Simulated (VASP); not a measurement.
# ReOs2 (P6/mmm) in VASP: single point with PBE

Aim: the single point of ReOs2 with PBE.

All numbers are computed with VASP 6.6.1; they aren't measurements. Logs are shortened: lines on timing, memory, paths and dates and some standing lists are left out, and cuts for length are marked.

**1. The cell of the first run**

Symmetry: P6/mmm, No. 191, hexagonal system. Conventional cell: a = 4.327 Å, b = 4.327 Å, c = 2.738 Å, α = 90.00°, β = 90.00°, γ = 120.00°. Re (site symmetry 6/mmm) has 2 Re at 2.74 Å and 12 Os at 2.85 Å within 3.6 Å. Os (site symmetry -6m2) has 5 Os at 2.50 to 2.74 Å and 6 Re at 2.85 Å within 3.3 Å.

**2. Single point, PBE**

INCAR reads:

```
ALGO = Normal
EDIFF = 1E-6
ENCUT = 560
GGA = PE
GGA_COMPAT = False
ISIF = 2
ISMEAR = 0
LASPH = True
LCHARG = True
LELF = True
LREAL = False
LVHAR = True
LWAVE = False
NBANDS = 30
NELM = 120
PREC = Accurate
SIGMA = 0.1
```

KPOINTS reads:

```
k-points
0
Gamma
  6 6 6
```

POSCAR reads:

```
ReOs2
1.0
    4.3272213780      0.0000000000      0.0000000000
   -2.1636106890      3.7474836411      0.0000000000
    0.0000000000      0.0000000000      2.7383521129
Re Os
1 2
Direct
    0.0000000000      0.0000000000      0.0000000000
    0.3333333333      0.6666666667      0.5000000000
    0.6666666667      0.3333333333      0.5000000000
```

Potentials or basis: VASP PAW PBE potentials, release 64 (Re_sv_GW, Os_sv_GW).

On the command line:

```
> cat potpaw_PBE.64/Re_sv_GW/POTCAR potpaw_PBE.64/Os_sv_GW/POTCAR > POTCAR
> mpirun -np 1 vasp_std > vasp.out
```

OUTCAR:

```text
EDIFF = 1E-6
   ENCUT = 560
   GGA = PE
   ISIF = 2
   ISMEAR = 0
   LASPH = True
   LREAL = False
   NELM = 120
   PREC = Accurate

 ion  position               nearest neighbor table
   1  0.000  0.000  0.000-   2 2.85   3 2.85   2 2.85   3 2.85   2 2.85   2 2.85   3 2.85   3 2.85
                             3 2.85   3 2.85   2 2.85   2 2.85
   2  0.333  0.667  0.500-   3 2.50   3 2.50   3 2.50   1 2.85   1 2.85   1 2.85   1 2.85   1 2.85
                             1 2.85
   3  0.667  0.333  0.500-   2 2.50   2 2.50   2 2.50   1 2.85   1 2.85   1 2.85   1 2.85   1 2.85
                             1 2.85

  LATTYP: Found a hexagonal cell.
 ALAT       =     4.3272213780
 C/A-ratio  =     0.6328199724

  Lattice vectors:

 A1 = (   4.3272213780,   0.0000000000,   0.0000000000)
 A2 = (  -2.1636106890,   3.7474836411,   0.0000000000)
 A3 = (   0.0000000000,   0.0000000000,   2.7383521129)

Analysis of symmetry for initial positions (statically):
=====================================================================
 Subroutine PRICEL returns:
 Original cell was already a primitive cell.

 Routine SETGRP: Setting up the symmetry group for a
 hexagonal supercell.

 Subroutine GETGRP returns: Found 24 space group operations
 (whereof 24 operations were pure point group operations)
 out of a pool of 24 trial point group operations.

The static configuration has the point symmetry D_6h.

Analysis of symmetry for dynamics (positions and initial velocities):
=====================================================================
 Subroutine PRICEL returns:
 Original cell was already a primitive cell.

 Routine SETGRP: Setting up the symmetry group for a
 hexagonal supercell.

 Subroutine GETGRP returns: Found 24 space group operations
 (whereof 24 operations were pure point group operations)
 out of a pool of 24 trial point group operations.

The dynamic configuration has the point symmetry D_6h.

 Subroutine INISYM returns: Found 24 space group operations
 (whereof 24 operations are pure point group operations),
 and found     1 'primitive' translations

----------------------------------------------------------------------------------------

                                     Primitive cell

  volume of cell :      44.4056

  direct lattice vectors                    reciprocal lattice vectors
     4.327221378  0.000000000  0.000000000     0.231095179  0.133422864  0.000000000
    -2.163610689  3.747483641  0.000000000     0.000000000  0.266845728  0.000000000
     0.000000000  0.000000000  2.738352113     0.000000000  0.000000000  0.365183132

  length of vectors
     4.327221378  4.327221378  2.738352113     0.266845728  0.266845728  0.365183132

  position of ions in fractional coordinates (direct lattice)
     0.000000000  0.000000000  0.000000000
     0.333333333  0.666666667  0.500000000
     0.666666667  0.333333333  0.500000000

  ion indices of the primitive-cell ions
   primitive index   ion index
                 1           1
                 2           2
                 3           3

----------------------------------------------------------------------------------------

 KPOINTS: k-points

Automatic generation of k-mesh.
 Grid dimensions read from file:
 generate k-points for:    6    6    6

 Generating k-lattice:

  Cartesian coordinates                     Fractional coordinates (reciprocal lattice)
     0.038515863  0.022237144  0.000000000     0.166666667  0.000000000  0.000000000
     0.000000000  0.044474288  0.000000000     0.000000000  0.166666667  0.000000000
     0.000000000  0.000000000  0.060863855     0.000000000  0.000000000  0.166666667

  Length of vectors
     0.044474288  0.044474288  0.060863855

  Shift w.r.t. Gamma in fractional coordinates (k-lattice)
     0.000000000  0.000000000  0.000000000

 Subroutine IBZKPT returns following result:
 ===========================================

 Found     28 irreducible k-points:

 Following reciprocal coordinates:
            Coordinates               Weight
  0.000000  0.000000  0.000000      1.000000
  0.166667  0.000000  0.000000      6.000000
  0.333333  0.000000  0.000000      6.000000
  0.500000 -0.000000  0.000000      3.000000
  0.166667  0.166667  0.000000      6.000000
  0.333333  0.166667  0.000000     12.000000
[... 16 lines left out ...]
  0.166667  0.000000  0.500000      6.000000
  0.333333  0.000000  0.500000      6.000000
 [... further k-points ...]
   k-points           NKPTS =     28   k-points in BZ     NKDIM =     28   number of bands    NBANDS=     30
   number of dos      NEDOS =    301   number of ions     NIONS =      3
   total plane-waves  NPLWV =  31104
   dimension x,y,z NGX =    36 NGY =   36 NGZ =   24
   dimension x,y,z NGXF=    72 NGYF=   72 NGZF=   48
   ions per type =               1   2
   NGX,Y,Z   is equivalent  to a cutoff of  13.83, 13.83, 14.57 a.u.
   NGXF,Y,Z  is equivalent  to a cutoff of  27.66, 27.66, 29.14 a.u.
 SYSTEM =  unknown system
   PREC   = accura    normal or accurate (medium, high low for compatibility)
   ISTART =      0    job   : 0-new  1-cont  2-samecut
   ICHARG =      2    charge: 1-file 2-atom 10-const
   ISPIN  =      1    spin polarized calculation?
   LNONCOLLINEAR =      F non collinear calculations
   LSORBIT =      F    spin-orbit coupling
   LASPH  =      T    aspherical Exc in radial PAW
   ENCUT  =  560.0 eV  41.16 Ry    6.42 a.u.   8.35  8.35  5.28*2*pi/ulx,y,z
   NELM   =    120;   NELMIN=  2; NELMDL= -5     # of ELM steps
   EDIFF  = 0.1E-05   stopping-criterion for ELM
   LREAL  =      F    real-space projection
   EDIFFG = 0.1E-04   stopping-criterion for IOM
   NSW    =      0    number of steps for IOM
[... 5 lines left out ...]
   TEBEG  =    0.0;   TEEND  =   0.0 temperature during run
   PSTRESS=    0.0 pullay stress
   NELECT =      47.0000    total number of electrons
   NUPDOWN=      -1.0000    fix difference up-down
   EMIN   =  10.00;   EMAX   =-10.00  energy-range for DOS
   EFERMI =   0.00;   METHOD = LEGACY
   ISMEAR =     0;   SIGMA  =   0.10  broadening in eV -4-tet -1-fermi 0-gaus
   EFERMI_NEDOS =   21; number of points for ismear=-14 and -15
   IALGO  =     38    algorithm
   IMIX   =      4    mixing-type and parameters
     AMIX     =   0.40;   BMIX     =  1.00
     AMIX_MAG =   1.60;   BMIX_MAG =  1.00
  volume/ion in A,a.u.               =      14.80        99.89
  Fermi-wavevector in a.u.,A,eV,Ry     =   1.668379  3.152779 37.871663  2.783489
  Thomas-Fermi vector in A             =   2.754237
   LORBIT       =      0    0 simple, 1 ext, 2 COOP (PROOUT), +10 PAW based schemes
   GGA     = PE    functional components
   LHFCALC =     F    Hartree Fock is set to
   AEXX    =    0.0000 exact exchange contribution
   IVDW    =     0    specifies the selected vdW correction
   LEPSILON=     F    determine dielectric tensor
   LRPA    =     F    only Hartree local field effects (RPA)
 non-spin polarized calculation
 Gauss-broadening in eV      SIGMA  =   0.10
  energy-cutoff  :      560.00
  volume of cell :       44.41
 maximum number of plane-waves:      1356
 NGX is ok and might be reduce to    36
   NGX = 17   NGY = 17   NGZ = 11

 number of electron      47.0000001 magnetization

 Free energy of the ion-electron system (eV)
  ---------------------------------------------------
  ext. energy  EPLUGINS =         0.00000000
  ---------------------------------------------------
  free energy    TOTEN  =       -38.14111858 eV

  energy without entropy =      -38.12573741  energy(sigma->0) =      -38.13342799

 E-fermi :  13.0654     XC(G=0): -14.2178

 val. band max:       13.0456718494   @ k =   0.0000   0.0000   0.1667
 cond. band min:      13.1211871096   @ k =   0.1667   0.1667   0.3333
 fundamental gap:      0.0755152602
 Fermi energy:        13.0653504516

 k-point     1 :       0.0000    0.0000    0.0000
  band No.  band energies     occupation
      1     -73.6088      2.00000
      2     -73.4709      2.00000
      3     -67.3688      2.00000
      4     -33.3754      2.00000
      5     -33.3754      2.00000
      6     -32.7026      2.00000
[... 22 lines left out ...]
     29      20.7608      0.00000
     30      21.4470      0.00000

 k-point     2 :       0.1667    0.0000    0.0000
  band No.  band energies     occupation
      1     -73.6007      2.00000
      2     -73.4790      2.00000
      3     -67.3689      2.00000
      4     -33.3978      2.00000
      5     -33.3413      2.00000
      6     -32.6916      2.00000
[... 22 lines left out ...]
     29      19.5615      0.00000
     30      20.2234      0.00000

 k-point     3 :       0.3333    0.0000    0.0000
  band No.  band energies     occupation
      1     -73.5798      2.00000
      2     -73.5002      2.00000
      3     -67.3691      2.00000
      4     -33.4389      2.00000
      5     -33.2496      2.00000
      6     -32.7142      2.00000
[... 22 lines left out ...]
     29      16.7765      0.00000
     30      17.6298      0.00000

 k-point     4 :       0.5000   -0.0000    0.0000
  band No.  band energies     occupation
      1     -73.5629      2.00000
      2     -73.5170      2.00000
      3     -67.3691      2.00000
      4     -33.4581      2.00000
      5     -33.1803      2.00000
      6     -32.7832      2.00000
[... 22 lines left out ...]
     29      15.2630      0.00000
     30      16.0777      0.00000

 k-point     5 :       0.1667    0.1667    0.0000
  band No.  band energies     occupation
      1     -73.5857      2.00000
      2     -73.4937      2.00000
      3     -67.3688      2.00000
      4     -33.4302      2.00000
      5     -33.2718      2.00000
      6     -32.6969      2.00000
[... 22 lines left out ...]
     29      17.6087      0.00000
     30      18.0337      0.00000
[... 526 lines left out ...]
     29      17.5812      0.00000
     30      17.5812      0.00000

 k-point    22 :       0.0000    0.0000    0.5000
  band No.  band energies     occupation
      1     -73.5806      2.00000
      2     -73.4431      2.00000
      3     -67.3287      2.00000
      4     -33.3150      2.00000
      5     -33.3150      2.00000
      6     -33.2167      2.00000
[... 22 lines left out ...]
     29      18.1542      0.00000
     30      21.1024      0.00000

 k-point    23 :       0.1667    0.0000    0.5000
  band No.  band energies     occupation
      1     -73.5725      2.00000
      2     -73.4517      2.00000
      3     -67.3288      2.00000
      4     -33.3327      2.00000
      5     -33.2790      2.00000
      6     -33.2067      2.00000
[... 22 lines left out ...]
     29      17.8060      0.00000
     30      21.1271      0.00000

 k-point    24 :       0.3333    0.0000    0.5000
  band No.  band energies     occupation
      1     -73.5514      2.00000
      2     -73.4726      2.00000
      3     -67.3285      2.00000
      4     -33.3647      2.00000
      5     -33.1931      2.00000
      6     -33.1790      2.00000
[... 22 lines left out ...]
     29      17.3985      0.00000
     30      20.9667      0.00000

 [... further k-points ...]

------------------------ aborting loop because EDIFF is reached ----------------------------------------

  FORCE on cell =-STRESS in cart. coord.  units (eV):
  Direction    XX          YY          ZZ          XY          YZ          ZX
  --------------------------------------------------------------------------------------
  -------------------------------------------------------------------------------------
  Total       -0.2602783     -0.2602783     -0.4191218      0.0000000      0.0000000      0.0000000
  in kB       -9.3909680     -9.3909680    -15.1221202      0.0000000      0.0000000      0.0000000
  external PRESSURE =     -11.3013521 kB  Pullay stress =       0.0000000 kB

 VOLUME and BASIS-vectors are now :
 -----------------------------------------------------------------------------
  energy-cutoff  :      560.00
  volume of cell :       44.41
      direct lattice vectors                 reciprocal lattice vectors
     4.327221378  0.000000000  0.000000000     0.231095179  0.133422864  0.000000000
    -2.163610689  3.747483641  0.000000000     0.000000000  0.266845728  0.000000000
     0.000000000  0.000000000  2.738352113     0.000000000  0.000000000  0.365183132

 POSITION                                       TOTAL-FORCE (eV/Angst)
 -----------------------------------------------------------------------------------
      0.00000      0.00000      0.00000        -0.000000      0.000000     -0.000000
     -0.00000      2.49832      1.36918        -0.000000      0.000000      0.000000
      2.16361      1.24916      1.36918         0.000000     -0.000000     -0.000000
 -----------------------------------------------------------------------------------
    total drift:                                0.000000     -0.000000     -0.000000

  FREE ENERGIE OF THE ION-ELECTRON SYSTEM (eV)
  ---------------------------------------------------
  free  energy   TOTEN  =       -38.1411185805 eV

  energy  without entropy=      -38.1257374059  energy(sigma->0) =      -38.13342799
```

Wall time 47 s (1 thread of AMD EPYC 7R13 (Zen 3), shared host); peak memory 0.18 GiB.

Results:

```yaml
Free_energy: -38.1411 eV
Pressure: -1.1 GPa
Band_gap_on_the_k_mesh: zero (an odd number of electrons rules out a gap without spin polarisation)
```

Caveat: the k points lie up to 0.38 Å⁻¹ apart, too coarse for converged energies and pressures of a metal; spin-orbit coupling is left out, which moves the levels of the heavy elements.

The gap in the log of VASP goes by the Fermi energy; the results here count the filled bands.